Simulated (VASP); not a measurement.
# TaZnSbS2 (P4/mmm) in VASP: single point with PBE

Aim: the single point of TaZnSbS2 with PBE.

All numbers are computed with VASP 6.6.1; they aren't measurements. Logs are shortened: lines on timing, memory, paths and dates and some standing lists are left out, and cuts for length are marked.

## 1. The cell of the first run

Symmetry: P4/mmm, No. 123, tetragonal system. Conventional cell: a = 4.910 Å, b = 4.910 Å, c = 4.910 Å, α = 90.00°, β = 90.00°, γ = 90.00°. Within 4.6 Å of Ta (site symmetry 4/mmm) lie 4 Sb at 3.47 Å and 8 S at 3.47 Å and 8 Zn at 4.25 Å. Zn (site symmetry 4/mmm) has 2 Sb at 2.45 Å and 4 S at 2.45 Å within 3.2 Å. Within 3.2 Å of Sb (site symmetry 4/mmm) lie 2 Zn at 2.45 Å. Within 3.2 Å of S (site symmetry mmm) lie 2 Zn at 2.45 Å.

## 2. Single point, PBE

INCAR

```
SYSTEM = TaZnSbS2
ALGO = Normal
EDIFF = 1E-6
ENCUT = 520
GGA = PE
ISIF = 2
ISMEAR = 0
LASPH = .TRUE.
LCHARG = .TRUE.
LELF = .TRUE.
LREAL = .FALSE.
LVHAR = .TRUE.
LWAVE = .FALSE.
NBANDS = 28
NELM = 100
PREC = Accurate
SIGMA = 0.1
```

KPOINTS

```
k-points
0
G
  4 4 4
  0 0 0
```

POSCAR

```
TaZnSbS2
1.0
    4.9099148500      0.0000000000      0.0000000000
    0.0000000000      4.9099148500      0.0000000000
    0.0000000000      0.0000000000      4.9099148500
Ta Zn Sb S
1 1 1 2
Direct
    0.5000000000      0.5000000000      0.5000000000
    0.0000000000      0.0000000000      0.0000000000
    0.0000000000      0.0000000000      0.5000000000
    0.5000000000      0.0000000000      0.0000000000
    0.0000000000      0.5000000000      0.0000000000
```

Potentials or basis: VASP PAW PBE potentials, release 64 (Ta_pv, Zn, Sb, S).

Command:

```
cat potpaw_PBE.64/Ta_pv/POTCAR potpaw_PBE.64/Zn/POTCAR potpaw_PBE.64/Sb/POTCAR potpaw_PBE.64/S/POTCAR > POTCAR
mpirun -np 1 vasp_std > vasp.out
```

OUTCAR:

```text
SYSTEM = TaZnSbS2
   EDIFF = 1E-6
   ENCUT = 520
   GGA = PE
   ISIF = 2
   ISMEAR = 0
   LASPH = .TRUE.
   LREAL = .FALSE.
   NELM = 100
   PREC = Accurate

 ion  position               nearest neighbor table
   1  0.500  0.500  0.500-   3 3.47   3 3.47   3 3.47   3 3.47
   2  0.000  0.000  0.000-   3 2.45   4 2.45   5 2.45   3 2.45   5 2.45   4 2.45
   3  0.000  0.000  0.500-   2 2.45   2 2.45   1 3.47   1 3.47   1 3.47   1 3.47
   4  0.500  0.000  0.000-   2 2.45   2 2.45
   5  0.000  0.500  0.000-   2 2.45   2 2.45

  LATTYP: Found a simple cubic cell.
 ALAT       =     4.9099148500

  Lattice vectors:

 A1 = (   4.9099148500,   0.0000000000,   0.0000000000)
 A2 = (   0.0000000000,   4.9099148500,   0.0000000000)
 A3 = (   0.0000000000,   0.0000000000,   4.9099148500)

Analysis of symmetry for initial positions (statically):
=====================================================================
 Subroutine PRICEL returns:
 Original cell was already a primitive cell.

 Routine SETGRP: Setting up the symmetry group for a
 simple cubic supercell.

 Subroutine GETGRP returns: Found 16 space group operations
 (whereof 16 operations were pure point group operations)
 out of a pool of 48 trial point group operations.

The static configuration has the point symmetry D_4h.

Analysis of symmetry for dynamics (positions and initial velocities):
=====================================================================
 Subroutine PRICEL returns:
 Original cell was already a primitive cell.

 Routine SETGRP: Setting up the symmetry group for a
 simple cubic supercell.

 Subroutine GETGRP returns: Found 16 space group operations
 (whereof 16 operations were pure point group operations)
 out of a pool of 48 trial point group operations.

The dynamic configuration has the point symmetry D_4h.

 Subroutine INISYM returns: Found 16 space group operations
 (whereof 16 operations are pure point group operations),
 and found     1 'primitive' translations

----------------------------------------------------------------------------------------

                                     Primitive cell

  volume of cell :     118.3646

  direct lattice vectors                    reciprocal lattice vectors
     4.909914850  0.000000000  0.000000000     0.203669520  0.000000000  0.000000000
     0.000000000  4.909914850  0.000000000     0.000000000  0.203669520  0.000000000
     0.000000000  0.000000000  4.909914850     0.000000000  0.000000000  0.203669520

  length of vectors
     4.909914850  4.909914850  4.909914850     0.203669520  0.203669520  0.203669520

  position of ions in fractional coordinates (direct lattice)
     0.500000000  0.500000000  0.500000000
     0.000000000  0.000000000  0.000000000
     0.000000000  0.000000000  0.500000000
     0.500000000  0.000000000  0.000000000
     0.000000000  0.500000000  0.000000000

  ion indices of the primitive-cell ions
   primitive index   ion index
                 1           1
                 2           2
                 3           3
                 4           4
                 5           5

----------------------------------------------------------------------------------------

 KPOINTS: k-points

Automatic generation of k-mesh.
 Grid dimensions read from file:
 generate k-points for:    4    4    4

 Generating k-lattice:

  Cartesian coordinates                     Fractional coordinates (reciprocal lattice)
     0.050917380  0.000000000  0.000000000     0.250000000  0.000000000  0.000000000
     0.000000000  0.050917380  0.000000000     0.000000000  0.250000000  0.000000000
     0.000000000  0.000000000  0.050917380     0.000000000  0.000000000  0.250000000

  Length of vectors
     0.050917380  0.050917380  0.050917380

  Shift w.r.t. Gamma in fractional coordinates (k-lattice)
     0.000000000  0.000000000  0.000000000

 Subroutine IBZKPT returns following result:
 ===========================================

 Found     18 irreducible k-points:

 Following reciprocal coordinates:
            Coordinates               Weight
  0.000000  0.000000  0.000000      1.000000
  0.250000  0.000000  0.000000      4.000000
  0.000000  0.000000  0.250000      2.000000
  0.500000  0.000000  0.000000      2.000000
  0.000000  0.000000  0.500000      1.000000
  0.250000  0.250000  0.000000      4.000000
[... 10 lines left out ...]
  0.250000  0.500000  0.500000      4.000000
  0.500000  0.500000  0.500000      1.000000
   k-points           NKPTS =     18   k-points in BZ     NKDIM =     18   number of bands    NBANDS=     28
   number of dos      NEDOS =    301   number of ions     NIONS =      5
   total plane-waves  NPLWV =  64000
   dimension x,y,z NGX =    40 NGY =   40 NGZ =   40
   dimension x,y,z NGXF=    80 NGYF=   80 NGZF=   80
   ions per type =               1   1   1   2
   NGX,Y,Z   is equivalent  to a cutoff of  13.54, 13.54, 13.54 a.u.
   NGXF,Y,Z  is equivalent  to a cutoff of  27.09, 27.09, 27.09 a.u.
 SYSTEM =  TaZnSbS2
   PREC   = accura    normal or accurate (medium, high low for compatibility)
   ISTART =      0    job   : 0-new  1-cont  2-samecut
   ICHARG =      2    charge: 1-file 2-atom 10-const
   ISPIN  =      1    spin polarized calculation?
   LNONCOLLINEAR =      F non collinear calculations
   LSORBIT =      F    spin-orbit coupling
   LASPH  =      T    aspherical Exc in radial PAW
   ENCUT  =  520.0 eV  38.22 Ry    6.18 a.u.   9.13  9.13  9.13*2*pi/ulx,y,z
   NELM   =    100;   NELMIN=  2; NELMDL= -5     # of ELM steps
   EDIFF  = 0.1E-05   stopping-criterion for ELM
   LREAL  =      F    real-space projection
[... 7 lines left out ...]
   TEBEG  =    0.0;   TEEND  =   0.0 temperature during run
   PSTRESS=    0.0 pullay stress
   NELECT =      40.0000    total number of electrons
   NUPDOWN=      -1.0000    fix difference up-down
   EMIN   =  10.00;   EMAX   =-10.00  energy-range for DOS
   EFERMI =   0.00;   METHOD = LEGACY
   ISMEAR =     0;   SIGMA  =   0.10  broadening in eV -4-tet -1-fermi 0-gaus
   EFERMI_NEDOS =   21; number of points for ismear=-14 and -15
   IALGO  =     38    algorithm
   IMIX   =      4    mixing-type and parameters
     AMIX     =   0.40;   BMIX     =  1.00
     AMIX_MAG =   1.60;   BMIX_MAG =  1.00
  volume/ion in A,a.u.               =      23.67       159.75
  Fermi-wavevector in a.u.,A,eV,Ry     =   1.140305  2.154863 17.691581  1.300295
  Thomas-Fermi vector in A             =   2.277007
   LORBIT       =      0    0 simple, 1 ext, 2 COOP (PROOUT), +10 PAW based schemes
   GGA     = PE    functional components
   LHFCALC =     F    Hartree Fock is set to
   AEXX    =    0.0000 exact exchange contribution
   IVDW    =     0    specifies the selected vdW correction
   LEPSILON=     F    determine dielectric tensor
   LRPA    =     F    only Hartree local field effects (RPA)
 non-spin polarized calculation
 Gauss-broadening in eV      SIGMA  =   0.10
  energy-cutoff  :      520.00
  volume of cell :      118.36
 maximum number of plane-waves:      3218
 NGX is ok and might be reduce to    40
   NGX = 19   NGY = 19   NGZ = 19

 number of electron      39.9999998 magnetization

 Free energy of the ion-electron system (eV)
  ---------------------------------------------------
  ext. energy  EPLUGINS =         0.00000000
  ---------------------------------------------------
  free energy    TOTEN  =       -19.84058901 eV

  energy without entropy =      -19.80110726  energy(sigma->0) =      -19.82084814

 E-fermi :   4.2367     XC(G=0):  -9.9502

 val. band max:        4.2245106113   @ k =   0.2500   0.0000   0.0000
 cond. band min:       4.2533131572   @ k =   0.5000   0.0000   0.0000
 fundamental gap:      0.0288025459
 Fermi energy:         4.2367346830

 k-point     1 :       0.0000    0.0000    0.0000
  band No.  band energies     occupation
      1     -32.1113      2.00000
      2     -31.8807      2.00000
      3     -31.8807      2.00000
      4      -9.0854      2.00000
      5      -7.5670      2.00000
      6      -5.3490      2.00000
[... 20 lines left out ...]
     27       6.3598      0.00000
     28      11.1260      0.00000

 k-point     2 :       0.2500    0.0000    0.0000
  band No.  band energies     occupation
      1     -32.1113      2.00000
      2     -31.8812      2.00000
      3     -31.8806      2.00000
      4      -8.8546      2.00000
      5      -7.7196      2.00000
      6      -5.3982      2.00000
[... 20 lines left out ...]
     27       7.9689      0.00000
     28       9.9380      0.00000

 k-point     3 :       0.0000    0.0000    0.2500
  band No.  band energies     occupation
      1     -32.1118      2.00000
      2     -31.8807      2.00000
      3     -31.8807      2.00000
      4      -8.9521      2.00000
      5      -7.5486      2.00000
      6      -5.3868      2.00000
[... 20 lines left out ...]
     27       8.3212      0.00000
     28       9.5673      0.00000

 k-point     4 :       0.5000    0.0000    0.0000
  band No.  band energies     occupation
      1     -32.1112      2.00000
      2     -31.8817      2.00000
      3     -31.8805      2.00000
      4      -8.4293      2.00000
      5      -8.0753      2.00000
      6      -5.4677      2.00000
[... 20 lines left out ...]
     27       7.3344      0.00000
     28       9.3153      0.00000

 k-point     5 :       0.0000    0.0000    0.5000
  band No.  band energies     occupation
      1     -32.1122      2.00000
      2     -31.8806      2.00000
      3     -31.8806      2.00000
      4      -8.8008      2.00000
      5      -7.5301      2.00000
      6      -5.4623      2.00000
[... 20 lines left out ...]
     27       7.3993      0.00000
     28      10.1207      0.00000

 k-point     6 :       0.2500    0.2500    0.0000
  band No.  band energies     occupation
      1     -32.1112      2.00000
      2     -31.8812      2.00000
      3     -31.8811      2.00000
      4      -8.6378      2.00000
      5      -7.7884      2.00000
      6      -5.5197      2.00000
[... 277 lines left out ...]
      5      -7.7447      2.00000
      6      -5.1741      2.00000
[... 20 lines left out ...]
     27       9.0327      0.00000
     28       9.3450      0.00000

 k-point    16 :       0.5000    0.5000    0.2500
  band No.  band energies     occupation
      1     -32.1116      2.00000
      2     -31.8816      2.00000
      3     -31.8816      2.00000
      4      -7.9668      2.00000
      5      -7.9668      2.00000
      6      -5.6149      2.00000
[... 20 lines left out ...]
     27       9.3409      0.00000
     28       9.3409      0.00000

 k-point    17 :       0.2500    0.5000    0.5000
  band No.  band energies     occupation
      1     -32.1121      2.00000
      2     -31.8816      2.00000
      3     -31.8810      2.00000
      4      -8.1047      2.00000
      5      -7.9575      2.00000
      6      -5.0335      2.00000
[... 20 lines left out ...]
     27       9.4309      0.00000
     28      10.3027      0.00000

 k-point    18 :       0.5000    0.5000    0.5000
  band No.  band energies     occupation
      1     -32.1120      2.00000
      2     -31.8816      2.00000
      3     -31.8816      2.00000
      4      -7.9422      2.00000
      5      -7.9422      2.00000
      6      -4.9563      2.00000
[... 20 lines left out ...]
     27       9.0588      0.00000
     28       9.0588      0.00000

------------------------ aborting loop because EDIFF is reached ----------------------------------------

  FORCE on cell =-STRESS in cart. coord.  units (eV):
  Direction    XX          YY          ZZ          XY          YZ          ZX
  --------------------------------------------------------------------------------------
  -------------------------------------------------------------------------------------
  Total       -6.5983884     -6.5983884     -0.4826503      0.0000000      0.0000000      0.0000000
  in kB      -89.3154469    -89.3154469     -6.5331298      0.0000000      0.0000000      0.0000000
  external PRESSURE =     -61.7213412 kB  Pullay stress =       0.0000000 kB

 VOLUME and BASIS-vectors are now :
 -----------------------------------------------------------------------------
  energy-cutoff  :      520.00
  volume of cell :      118.36
      direct lattice vectors                 reciprocal lattice vectors
     4.909914850  0.000000000  0.000000000     0.203669520  0.000000000  0.000000000
     0.000000000  4.909914850  0.000000000     0.000000000  0.203669520  0.000000000
     0.000000000  0.000000000  4.909914850     0.000000000  0.000000000  0.203669520

 POSITION                                       TOTAL-FORCE (eV/Angst)
 -----------------------------------------------------------------------------------
      2.45496      2.45496      2.45496         0.000000      0.000000      0.000000
      0.00000      0.00000      0.00000         0.000000      0.000000      0.000000
      0.00000      0.00000      2.45496         0.000000      0.000000      0.000000
      2.45496      0.00000      0.00000         0.000000      0.000000      0.000000
      0.00000      2.45496      0.00000         0.000000      0.000000      0.000000
 -----------------------------------------------------------------------------------
    total drift:                               -0.000000      0.000000     -0.000000

  FREE ENERGIE OF THE ION-ELECTRON SYSTEM (eV)
  ---------------------------------------------------
  free  energy   TOTEN  =       -19.8405890060 eV

  energy  without entropy=      -19.8011072640  energy(sigma->0) =      -19.82084814
```

It took 36 s on 1 thread of Intel Xeon 6975P-C (Granite Rapids), shared host; peak memory 0.28 GiB.

Results:

```yaml
Free_energy: -19.8406 eV
Pressure: -6.2 GPa
Band_gap_on_the_k_mesh: zero (band 20 reaches 4.45 eV, above the bottom of band 21 at 3.90 eV)
```

Caveat: spin-orbit coupling is left out, which moves the levels of the heavy elements.
